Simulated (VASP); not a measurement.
# Bi: single point with LDA

System: Bi, a slab with vacuum.

```xyz
2
Lattice="4.4190 0.0000 0.0000 -2.2095 3.8270 0.0000 0.0000 0.0000 28.0000" Properties=species:S:1:pos:R:3 pbc="T T T"
Bi    0.0000    2.5513   14.0000
Bi    2.2095    1.2757   14.0000
```

```
Program             : VASP 6.6.1
Task                : single point
Functional          : LDA
Potentials or basis : VASP PAW LDA potentials, release 64 (Bi_d)
Cutoff              : 520 eV
k mesh              : 9 × 9 × 1
Occupations         : gaussian, width 0.02 eV
Spin                : no spin polarisation
```

* Band gap on the k mesh: zero (bands 15 and 16 overlap by 0.78 eV)

Levels at points of the mesh, in eV from the Fermi level:
```tsv
k point	band 11	band 12	band 13	band 14	band 15	band 16	band 17	band 18	band 19	band 20
(0.00, 0.00, 0.00)	-14.75	-5.38	-3.80	-2.55	-2.55	2.49	2.49	2.61	3.96	3.98
```

Run time: 5.4 min on 1 thread of Intel Xeon 8259CL, with other jobs on the host, peak memory 0.46 GiB.

Caveat: spin-orbit coupling is left out, which moves the levels of the heavy elements.
